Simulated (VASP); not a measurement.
# LiH (Fm-3m) in VASP: further runs, part 2 of 2

VASP 6.6.1.

## 3. Single point, r2SCAN0

This run uses another cell than the first one, of 8.11 Å³/atom.

Contents of POSCAR:

```
LiH
1.0
    0.0000000000      2.0092229770      2.0092229770
    2.0092229770      0.0000000000      2.0092229770
    2.0092229770      2.0092229770      0.0000000000
Li H
1 1
Direct
    0.0000000000      0.0000000000      0.0000000000
    0.5000000000      0.5000000000      0.5000000000
```

Contents of INCAR.step1:

```
SYSTEM = LiH
ALGO = Normal ; EDIFF = 1E-5
ENCUT = 520 ; GGA = PE
ISIF = 2 ; ISMEAR = 1
LASPH = .TRUE. ; LCHARG = .FALSE.
LREAL = .FALSE. ; LWAVE = .TRUE.
NBANDS = 9 ; NELM = 80
PREC = Accurate ; SIGMA = 0.01
```

Contents of INCAR.step2:

```
SYSTEM = LiH
AEXX = 0.25 ; ALGO = Normal
EDIFF = 1E-7 ; ENCUT = 520
ISIF = 2 ; ISMEAR = 1
ISTART = 1 ; LASPH = .TRUE.
LCHARG = .FALSE. ; LHFCALC = .TRUE.
LMIXTAU = .TRUE. ; LREAL = .FALSE.
LWAVE = .FALSE. ; METAGGA = R2SCAN
NBANDS = 9 ; NELM = 80
PREC = Accurate ; PRECFOCK = Normal
SIGMA = 0.01
```

Contents of KPOINTS:

```
k-points
0
G
  6 6 6
  0 0 0
```

Potentials or basis: VASP PAW PBE potentials, release 64 (Li_sv, H).

The run is started by

```console
$ cat potpaw_PBE.64/Li_sv/POTCAR potpaw_PBE.64/H/POTCAR > POTCAR
$ cp INCAR.step1 INCAR
$ mpirun -np 1 vasp_std > vasp.out
$ cp INCAR.step2 INCAR
$ mpirun -np 1 vasp_std > vasp.out
```

OUTCAR:

```text
SYSTEM = LiH
   AEXX = 0.25
   EDIFF = 1E-7
   ENCUT = 520
   ISIF = 2
   ISMEAR = 1
   ISTART = 1
   LASPH = .TRUE.
   LHFCALC = .TRUE.
   LREAL = .FALSE.
   METAGGA = R2SCAN
   NELM = 80
   PREC = Accurate
   PRECFOCK = Normal

 ion  position               nearest neighbor table
   1  0.000  0.000  0.000-
   2  0.500  0.500  0.500-

  LATTYP: Found a face centered cubic cell.
 ALAT       =     4.0184459540

  Lattice vectors:

 A1 = (   0.0000000000,   2.0092229770,   2.0092229770)
 A2 = (   2.0092229770,   0.0000000000,   2.0092229770)
 A3 = (   2.0092229770,   2.0092229770,   0.0000000000)

Analysis of symmetry for initial positions (statically):
=====================================================================
 Subroutine PRICEL returns:
 Original cell was already a primitive cell.

 Routine SETGRP: Setting up the symmetry group for a
 face centered cubic supercell.

 Subroutine GETGRP returns: Found 48 space group operations
 (whereof 48 operations were pure point group operations)
 out of a pool of 48 trial point group operations.

The static configuration has the point symmetry O_h .

Analysis of symmetry for dynamics (positions and initial velocities):
[... 166 lines left out ...]
 k-point     1 :       0.0000    0.0000    0.0000
  band No.  band energies     occupation
      1     -49.5910      2.00000
      2      -7.2589      2.00000
      3      18.3295      0.00000
      4      20.0852      0.00000
      5      20.0852      0.00000
      6      20.0856      0.00000
      7      24.3153      0.00000
      8      24.3153      0.00000
      9      24.3154      0.00000
[... 169 lines left out ...]
 k-point    16 :      -0.3333    0.5000    0.1667
  band No.  band energies     occupation
      1     -49.5302      2.00000
      2      -1.3781      2.00000
      3       5.0592      0.00000
      4       8.2955      0.00000
      5      13.1483      0.00000
      6      19.8534      0.00000
      7      21.6110      0.00000
      8      31.0408      0.00000
      9      31.5339      0.00000

------------------------ aborting loop because EDIFF is reached ----------------------------------------

  FORCE on cell =-STRESS in cart. coord.  units (eV):
  Direction    XX          YY          ZZ          XY          YZ          ZX
  --------------------------------------------------------------------------------------
  -------------------------------------------------------------------------------------
  Total       -0.0918314     -0.0918314     -0.0918314      0.0000000     -0.0000000     -0.0000000
  in kB       -9.0695812     -9.0695812     -9.0695812      0.0000000     -0.0000000     -0.0000000
  external PRESSURE =      -9.0695812 kB  Pullay stress =       0.0000000 kB

 VOLUME and BASIS-vectors are now :
 -----------------------------------------------------------------------------
  energy-cutoff  :      520.00
  volume of cell :       16.22
      direct lattice vectors                 reciprocal lattice vectors
     0.000000000  2.009222977  2.009222977    -0.248852420  0.248852420  0.248852420
     2.009222977  0.000000000  2.009222977     0.248852420 -0.248852420  0.248852420
     2.009222977  2.009222977  0.000000000     0.248852420  0.248852420 -0.248852420

 POSITION                                       TOTAL-FORCE (eV/Angst)
 -----------------------------------------------------------------------------------
      0.00000      0.00000      0.00000        -0.000000     -0.000000      0.000000
      2.00922      2.00922      2.00922         0.000000      0.000000      0.000000
 -----------------------------------------------------------------------------------
    total drift:                                0.000000     -0.000000     -0.000000

  FREE ENERGIE OF THE ION-ELECTRON SYSTEM (eV)
  ---------------------------------------------------
  free  energy   TOTEN  =        -7.6098708634 eV

  energy  without entropy=       -7.6098708634  energy(sigma->0) =       -7.60987086
```

It took 83 s on 1 thread of Intel Xeon Platinum 8488C (Sapphire Rapids), shared host; peak memory 0.14 GiB.

Results:

```
Free energy            : -7.6099 eV
Band gap on the k mesh : 5.15 eV
```

Caveat: the k points lie up to 0.45 Å⁻¹ apart; the cutoff is under 1.25 times the usual one of these potentials, so pressure, stress and relaxed cells hold a basis-set (Pulay) error; the PAW data sets were made with another functional, which shifts forces and pressure a little.

## 4. Single point, r2SCAN0

This run uses another cell than the first one, of 8.28 Å³/atom.

Contents of POSCAR:

```
LiH
1.0
    0.0000000000      2.0230801250      2.0230801250
    2.0230801250      0.0000000000      2.0230801250
    2.0230801250      2.0230801250      0.0000000000
Li H
1 1
Direct
    0.0000000000      0.0000000000      0.0000000000
    0.5000000000      0.5000000000      0.5000000000
```

Contents of INCAR.step1:

```
ALGO = Normal
EDIFF = 1E-5
ENCUT = 520
GGA = PE
ISIF = 2
ISMEAR = 1
LASPH = True
LCHARG = False
LREAL = False
LWAVE = True
NBANDS = 9
NELM = 80
PREC = Accurate
SIGMA = 0.01
```

Contents of INCAR.step2:

```
AEXX = 0.25
ALGO = Normal
EDIFF = 1E-7
ENCUT = 520
ISIF = 2
ISMEAR = 1
ISTART = 1
LASPH = True
LCHARG = False
LHFCALC = True
LMIXTAU = True
LREAL = False
LWAVE = False
METAGGA = R2SCAN
NBANDS = 9
NELM = 80
PREC = Accurate
PRECFOCK = Normal
SIGMA = 0.01
```

Contents of KPOINTS:

```
k-points
0
Gamma
  6 6 6
```

The run is started by

```console
$ cat potpaw_PBE.64/Li_sv/POTCAR potpaw_PBE.64/H/POTCAR > POTCAR
$ cp INCAR.step1 INCAR
$ mpirun -np 1 vasp_std > vasp.out
$ cp INCAR.step2 INCAR
$ mpirun -np 1 vasp_std > vasp.out
```

It took 75 s on 1 thread of Intel Xeon Platinum 8488C (Sapphire Rapids), shared host; peak memory 0.14 GiB.

Results (log left out):

```
Free energy            : -7.6080 eV
Band gap on the k mesh : 5.15 eV
```

Levels at points of the mesh, in eV from the valence-band top:
```csv
k point,band 1,band 2,band 3,band 4,band 5,band 6
"(0.00, 0.00, 0.00)",-48.42,-5.98,19.22,21.04,21.04,21.04
"(0.50, 0.00, 0.00)",-48.37,-2.80,7.13,16.56,19.67,19.67
"(0.50, 0.50, 0.00)",-48.36,0.00,5.15,13.45,13.45,16.52
```

Caveat: the k points lie up to 0.45 Å⁻¹ apart; the cutoff is under 1.25 times the usual one of these potentials, so pressure, stress and relaxed cells hold a basis-set (Pulay) error; the PAW data sets were made with another functional, which shifts forces and pressure a little.

## 5. The runs side by side

```csv
cell,gap on the mesh (eV)
"a = 2.822 Å, angles 60.0°, 2 atoms",5.14
"a = 2.841 Å, angles 60.0°, 2 atoms",5.15
"a = 2.861 Å, angles 60.0°, 2 atoms",5.15
```

Alike in all rows: task single point; level r2SCAN0; potentials or basis VASP PAW PBE potentials, release 64 (Li_sv, H); no spin polarisation; k mesh 6 × 6 × 6; cutoff (eV) 520; smearing methfessel-paxton 0.01 eV.

Caveats: all runs use coarse meshes; the cutoff is under 1.25 times the usual one of these potentials, so pressure, stress and relaxed cells hold a basis-set (Pulay) error; the PAW data sets were made with another functional, which shifts forces and pressure a little.

Absolute energies hang on the potentials; compare differences alone.
